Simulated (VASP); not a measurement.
GaP: single point with PBEsol

Crystal: GaP.

```xyz
2
Lattice="0.0000 2.7787 2.7787 2.7787 0.0000 2.7787 2.7787 2.7787 0.0000" Properties=species:S:1:pos:R:3 pbc="T T T"
Ga    0.0000    0.0000    0.0000
P     1.3893    1.3893    1.3893
```

```
Program             : VASP 6.6.1
Task                : single point
Functional          : PBEsol
Potentials or basis : VASP PAW PBE potentials, release 64 (Ga_d, P)
Cutoff              : 520 eV
k mesh              : 6 × 6 × 6
Occupations         : gaussian, width 0.01 eV
Spin                : no spin polarisation
```

| Item | Value |
| --- | --- |
| Pressure | -4.8 GPa |
| Band gap on the k mesh | 1.28 eV, direct |

Levels at points of the mesh, in eV from the valence-band top:
| k point | band 5 | band 6 | band 7 | band 8 | band 9 | band 10 | band 11 | band 12 | band 13 | band 14 |
| --- | --- | --- | --- | --- | --- | --- | --- | --- | --- | --- |
| (0.00, 0.00, 0.00) | -14.38 | -12.10 | 0.00 | 0.00 | 0.00 | 1.28 | 3.83 | 3.83 | 3.83 | 8.31 |
| (0.50, 0.00, 0.00) | -14.37 | -10.19 | -6.38 | -1.05 | -1.05 | 1.41 | 4.65 | 4.65 | 7.97 | 10.33 |
| (0.50, 0.50, 0.00) | -14.36 | -9.36 | -6.55 | -2.52 | -2.52 | 1.63 | 1.76 | 10.11 | 10.11 | 10.56 |

It took 9.6 s on 1 thread of Intel Xeon 6975P-C, on a shared host, peak memory 0.17 GiB.

Caveat: the PAW data sets were made with another functional, which shifts forces and pressure a little. A k mesh can miss the band edges.
